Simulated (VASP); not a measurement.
# BN in VASP: further runs, part 2 of 2

VASP 6.6.1. Earlier steps stand in the parts before.

### Step 3. Relaxation of the atoms, PBE+D3(BJ) (biaxial strain +0.070)

INCAR reads:

```
SYSTEM = BN
  ALGO = Normal
  DIPOL = 0.5 0.5 0.500
  EDIFF = 1E-6
  EDIFFG = -0.01
  ENCUT = 520
  GGA = PE
  IBRION = 2
  IDIPOL = 3
  ISIF = 2
  ISMEAR = 0
  IVDW = 12
  LASPH = .TRUE.
  LCHARG = .FALSE.
  LDIPOL = .TRUE.
  LREAL = .FALSE.
  LWAVE = .FALSE.
  NELM = 100
  NSW = 60
  PREC = Accurate
  SIGMA = 0.02
```

KPOINTS reads:

```
k-points
0
G
  10 10 1
  0 0 0
```

POSCAR reads:

```
BN
1.0
    2.6843670055      0.0015375748      0.0000000000
    1.3408360828      2.3255079410      0.0000000000
    0.0000000000      0.0000000000     26.0000000000
B N
1 1
Direct
    0.4999824916      0.4999824916      0.5000000000
    0.8333175184      0.8333175184      0.5000000000
```

Potentials or basis: VASP PAW PBE potentials, release 64 (B, N).

Run with:

```sh
> cat potpaw_PBE.64/B/POTCAR potpaw_PBE.64/N/POTCAR > POTCAR
> mpirun -np 1 vasp_std > vasp.out
```

OUTCAR:

```text
SYSTEM = BN
   EDIFF = 1E-6
   EDIFFG = -0.01
   ENCUT = 520
   GGA = PE
   IBRION = 2
   ISIF = 2
   ISMEAR = 0
   IVDW = 12
   LASPH = .TRUE.
   LREAL = .FALSE.
   NELM = 100
   NSW = 60
   PREC = Accurate
 IVDW          = 12

 ion  position               nearest neighbor table
   1  0.500  0.500  0.500-   2 1.55   2 1.55   2 1.55
   2  0.833  0.833  0.500-   1 1.55   1 1.55   1 1.55

  LATTYP: Found a hexagonal cell.
 ALAT       =     2.6843674459
 C/A-ratio  =     9.6857082810

  Lattice vectors:
[... 339 lines left out ...]

 Edisp (eV)   -0.13439

 E8    (eV) :    -0.0433

  FORCE on cell =-STRESS in cart. coord.  units (eV):
  Direction    XX          YY          ZZ          XY          YZ          ZX
  --------------------------------------------------------------------------------------
  -------------------------------------------------------------------------------------
  Total      -6.94627    -6.94633    -0.01578     0.00005     0.00000     0.00000
  in kB     -68.59188   -68.59242    -0.15583     0.00047     0.00000     0.00000
  external pressure =      -45.78 kB  Pullay stress =        0.00 kB

 VOLUME and BASIS-vectors are now :
 -----------------------------------------------------------------------------
  energy-cutoff  :      520.00
  volume of cell :      162.25
      direct lattice vectors                 reciprocal lattice vectors
     2.684367005  0.001537575  0.000000000     0.372650373 -0.214861905  0.000000000
     1.340836083  2.325507941  0.000000000    -0.000246388  0.430155644  0.000000000
     0.000000000  0.000000000 26.000000000     0.000000000  0.000000000  0.038461538

 POSITION                                       TOTAL-FORCE (eV/Angst)
 -----------------------------------------------------------------------------------
      2.01253      1.16348     13.00000        -0.000000      0.000000      0.000000
      3.35427      1.93917     13.00000         0.000000      0.000000      0.000000
 -----------------------------------------------------------------------------------
    total drift:                               -0.003914     -0.002263      0.000000

  FREE ENERGIE OF THE ION-ELECTRON SYSTEM (eV)
  ---------------------------------------------------
  free  energy   TOTEN  =       -17.2609642779 eV

  energy  without entropy=      -17.2609642779  energy(sigma->0) =      -17.26096428

 reached required accuracy - stopping structural energy minimisation

 vacuum level on the upper side and lower side of the slab         0.947         0.947
```

It took 34 s on 1 thread of Intel Xeon Platinum 8259CL at 2.50GHz (Skylake/Cascade Lake), shared host; peak memory 0.25 GiB.

Results:

```yaml
Free_energy: -17.2610 eV
Band_gap_on_the_k_mesh: 4.41 eV
Dispersion_energy_per_atom: -0.067 eV
```

Final structure:
```
B N
1.0
     2.68437    0.00154    0.00000
     1.34084    2.32551    0.00000
     0.00000    0.00000   26.00000
B N
1 1
Direct
  0.49998 0.49998 0.50000
  0.83332 0.83332 0.50000
```

Levels at points of the mesh, in eV from the valence-band top:
| k point | band 2 | band 3 | band 4 | band 5 | band 6 | band 7 |
| --- | --- | --- | --- | --- | --- | --- |
| (0.00, 0.00, 0.00) | -4.12 | -1.39 | -1.39 | 4.90 | 5.93 | 6.22 |
| (0.50, 0.00, 0.00) | -7.95 | -3.68 | -0.58 | 4.50 | 7.88 | 11.75 |

Caveat: the cell differs from its parent crystal (biaxial strain +0.070).

### Step 4. Relaxation of the atoms, PBE+D3(BJ)

This run uses another cell than the first one: it holds 4 atoms, not 2.

INCAR reads:

```
PREC = Accurate ; ENCUT = 520
EDIFF = 1E-7 ; ISMEAR = 0
SIGMA = 0.02 ; LREAL = F
LASPH = T ; NELM = 100
ALGO = Normal ; ISIF = 2
LWAVE = F ; LCHARG = F
LDIPOL = T ; IDIPOL = 3
DIPOL = 0.5 0.5 0.500 ; GGA = PE
IVDW = 12 ; IBRION = 2
NSW = 70 ; EDIFFG = -0.01
```

KPOINTS reads:

```
Automatic mesh
0
Gamma
  10 10 1
```

POSCAR reads:

```
BN
1.0
    2.5087542034      0.0014369843      0.0000000000
    1.2531178291      2.1733719020      0.0000000000
    0.0000000000      0.0000000000     32.6000000000
B N
2 2
Selective dynamics
Direct
    0.4999824924      0.4999824924      0.4493865031  F F T
    0.4999824924      0.4999824924      0.5506134969  F F T
    0.8333175176      0.8333175176      0.4493865031  T T T
    0.8333175176      0.8333175176      0.5506134969  T T T
```

Run with:

```sh
> cat potpaw_PBE.64/B/POTCAR potpaw_PBE.64/N/POTCAR > POTCAR
> mpirun -np 1 vasp_std > vasp.out
```

It took 8.5 min on 1 thread of Intel Xeon Platinum 8259CL at 2.50GHz (Skylake/Cascade Lake), shared host; peak memory 0.32 GiB.

The run converged. Its results:

| Item | Value |
| --- | --- |
| Free energy | -35.5822 eV |
| Energy gained by relaxing | 4.4 meV/atom |
| Ionic steps | 17 |
| Band gap on the k mesh | 4.37 eV (least direct gap 4.47 eV) |
| Dispersion energy per atom | -0.100 eV |

Step by step:
```
step  energy change (eV)  largest force on free atoms (eV/Å)  pressure (GPa)
   1              0.0000                              0.0794            0.02
   2             -0.0009                              0.0698            0.01
   3             -0.0030                              0.1148            0.00
   4             -0.0055                              0.2060           -0.01
   5             -0.0038                              0.3923           -0.04
   6             -0.0059                              0.2619           -0.02
   7             -0.0062                              0.2581           -0.02
   8             -0.0070                              0.2469           -0.02
   9             -0.0084                              0.2243           -0.03
  10             -0.0109                              0.1797           -0.03
  11             -0.0145                              0.0917           -0.04
  12             -0.0167                              0.0908           -0.06
  13             -0.0168                              0.0704           -0.06
  14             -0.0171                              0.0461           -0.06
  15             -0.0174                              0.0112           -0.06
  16             -0.0174                              0.0126           -0.06
  17             -0.0174                              0.0076           -0.06
```

Final structure:
```
CELL_PARAMETERS angstrom
2.50875 0.00144 0.00000
1.25312 2.17337 0.00000
0.00000 0.00000 32.60000
ATOMIC_POSITIONS crystal
B 0.49998 0.49998 0.44460
B 0.49998 0.49998 0.55540
N 0.83332 0.83332 0.44457
N 0.83332 0.83332 0.55543
```

Levels at points of the mesh, in eV from the valence-band top:
```tsv
k point	band 5	band 6	band 7	band 8	band 9	band 10	band 11	band 12
(0.00, 0.00, 0.00)	-1.33	-1.33	-1.32	-1.32	4.74	5.26	5.85	6.10
(0.50, 0.00, 0.00)	-4.11	-4.10	-1.08	-0.69	4.37	5.25	9.50	9.98
```

### Step 5. Overview

| cell | gap on the mesh (eV) |
| --- | --- |
| atoms relaxed from a = 2.609, b = 2.609, c = 26.000 Å, angles 90.0, 90.0, 60.0°, 2 atoms, atomic positions A | 4.66 |
| atoms relaxed from a = 2.684, b = 2.684, c = 26.000 Å, angles 90.0, 90.0, 60.0°, 2 atoms, atomic positions A | 4.41 |
| atoms relaxed from a = 2.509, b = 2.509, c = 32.600 Å, angles 90.0, 90.0, 60.0°, 4 atoms, atomic positions B | 4.37 |

Alike in all rows: task relaxation of the atoms; level PBE+D3(BJ); potentials or basis VASP PAW PBE potentials, release 64 (B, N); no spin polarisation; k mesh 10 × 10 × 1; cutoff (eV) 520; smearing gaussian 0.02 eV.

Absolute energies hang on the potentials; compare differences alone.
